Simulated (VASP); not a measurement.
Runs of VASP 6.6.1 on W. The structure is that of space group Pm-3m (No. 221), or close to it. The cells are those of the table. 

```csv
task,cell,k mesh,cutoff (eV),gap on the mesh (eV),pressure (GPa)
single point,"a = 2.513 Å, 1 atom",13 × 13 × 13,520,none,38.5
relaxation of cell and atoms,"relaxed from a = 2.577 Å, 1 atom",12 × 12 × 12,600,none,-0.1
single point,"a = 2.587 Å, 1 atom",13 × 13 × 13,520,none,10.5
single point,"a = 2.622 Å, 1 atom",20 × 20 × 20,520,none,1.3
single point,"a = 2.622 Å, 1 atom",13 × 13 × 13,520,none,(a)
single point,"a = 2.622 Å, 1 atom",12 × 12 × 12,520,none,(b)
single point,"a = 2.657 Å, 1 atom",13 × 13 × 13,520,none,-7.6
single point,"a = 2.550 Å, 1 atom",13 × 13 × 13,520,none,(c)
single point,"a = 2.723 Å, 1 atom",13 × 13 × 13,520,none,-19.6
single point,"a = 2.690 Å, 1 atom",13 × 13 × 13,520,none,-14.2
```

Alike in all rows: level r2SCAN; potentials or basis VASP PAW PBE potentials, release 64 (W_sv); no spin polarisation; smearing fermi-dirac 0.1 eV.

Problem. Fill in the values left out.

Solution. (a) 0.5; (b) 1.1; (c) 22.9.

Caveats: the PAW data sets were made with another functional, which shifts forces and pressure a little; spin-orbit coupling is left out, which moves the levels of the heavy elements.

A k mesh can miss the band edges, and the runs leave out spin-orbit coupling on W.

A gap of «none» marks levels without a gap at the run's occupations.
